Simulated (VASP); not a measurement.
A run of VASP 6.6.1 is set up as follows.

POSCAR

```
Ba3AlN3
1.0
    8.3846860344      0.0000000000      0.0000000000
   -4.1923430172      7.2613511086      0.0000000000
    0.0000000000      0.0000000000      5.6099810000
Ba Al N
6 2 6
Direct
    0.9423350100      0.6367070100      0.2500000000
    0.6943720000      0.0576649900      0.2500000000
    0.3632929900      0.3056280000      0.2500000000
    0.0576649900      0.3632929900      0.7500000000
    0.3056280000      0.9423350100      0.7500000000
    0.6367070100      0.6943720000      0.7500000000
    0.6666666667      0.3333333333      0.7500000000
    0.3333333333      0.6666666667      0.2500000000
    0.8754090100      0.5657350100      0.7500000000
    0.6903260000      0.1245909900      0.7500000000
    0.4342649900      0.3096740000      0.7500000000
    0.1245909900      0.4342649900      0.2500000000
    0.3096740000      0.8754090100      0.2500000000
    0.5657350100      0.6903260000      0.2500000000
```

The input INCAR.step1:

```
SYSTEM = Ba3AlN3
PREC = Accurate
ENCUT = 520
ISMEAR = -1
SIGMA = 0.02
LREAL = .FALSE.
LASPH = .TRUE.
NELM = 100
NBANDS = 61
GGA = PE
ALGO = Normal
EDIFF = 1E-4
LWAVE = .TRUE.
LCHARG = .FALSE.
```

File INCAR.step2:

```
SYSTEM = Ba3AlN3
PREC = Accurate
ENCUT = 520
EDIFF = 1E-8
ISMEAR = -1
SIGMA = 0.02
LREAL = .FALSE.
LASPH = .TRUE.
NELM = 100
ALGO = Normal
ISIF = 2
LWAVE = .FALSE.
LCHARG = .FALSE.
METAGGA = R2SCAN
LMIXTAU = .TRUE.
LEFG = .TRUE.
NBANDS = 61
ISTART = 1
```

The input KPOINTS:

```
Automatic mesh
0
G
  4 4 5
  0 0 0
```

Potentials or basis: VASP PAW PBE potentials, release 64 (Ba_sv, Al, N).

The run is started by

```sh
$ cat potpaw_PBE.64/Ba_sv/POTCAR potpaw_PBE.64/Al/POTCAR potpaw_PBE.64/N/POTCAR > POTCAR
$ cp INCAR.step1 INCAR
$ mpirun -np 1 vasp_std > vasp.out
$ cp INCAR.step2 INCAR
$ mpirun -np 1 vasp_std > vasp.out
```

(1) What does it give for the largest force?

(2) What does it give for the pressure?

(3) What does it give for the band gap on the k mesh?

## Answers

(1) 0.263 eV/Å.

(2) -0.9 GPa.

(3) 0.51 eV (least direct gap 0.59 eV).

Caveat: without QUAD_EFG the Cq values of the log hold for a quadrupole moment of 1 mb, not for the nuclei; the PAW data sets were made with another functional, which shifts forces and pressure a little; spin-orbit coupling is left out, which moves the levels of the heavy elements; an odd mesh through Γ misses points on the zone boundary, where band edges can lie.
